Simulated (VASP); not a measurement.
A run of VASP 6.6.1 is set up as follows.

Contents of INCAR:

```
SYSTEM = Co
ALGO = Normal ; EDIFF = 1E-7
EDIFFG = -0.04 ; ENCUT = 600
GGA = PS ; IBRION = 2
ISIF = 3 ; ISMEAR = 0
ISPIN = 2 ; LASPH = .TRUE.
LCHARG = .FALSE. ; LMAXMIX = 4
LORBIT = 11 ; LREAL = .FALSE.
LWAVE = .FALSE. ; MAGMOM = 1.89
NELM = 150 ; NSW = 90
PREC = Accurate ; SIGMA = 0.1
```

KPOINTS

```
k-points
0
G
  8 8 8
  0 0 0
```

Contents of POSCAR:

```
Co
1.0
    2.2474364083      0.0000000000      0.0000000000
    0.0000000000      2.2474364083      0.0000000000
    0.0000000000      0.0000000000      2.2474364083
Co
1
Direct
    0.0000000000      0.0000000000      0.0000000000
```

Potentials or basis: VASP PAW PBE potentials, release 64 (Co).

Command:

```bash
$ cat potpaw_PBE.64/Co/POTCAR > POTCAR
$ mpirun -np 1 vasp_std > vasp.out
```

Task: What does it give for the site moments?

Result: Co +1.75 μB.

Task: What does it give for the space group after relaxing (to 0.05 Å)?

Result: Pm-3m (No. 221).

Task: Predict the relaxed cell.

Result: a = 2.289 Å, b = 2.289 Å, c = 2.289 Å, α = 90.00°, β = 90.00°, γ = 90.00°.

Final structure:
```
Co
1.0
     2.28900    0.00000    0.00000
     0.00000    2.28900    0.00000
     0.00000    0.00000    2.28900
Co
1
Direct
  0.00000 0.00000 0.00000
```
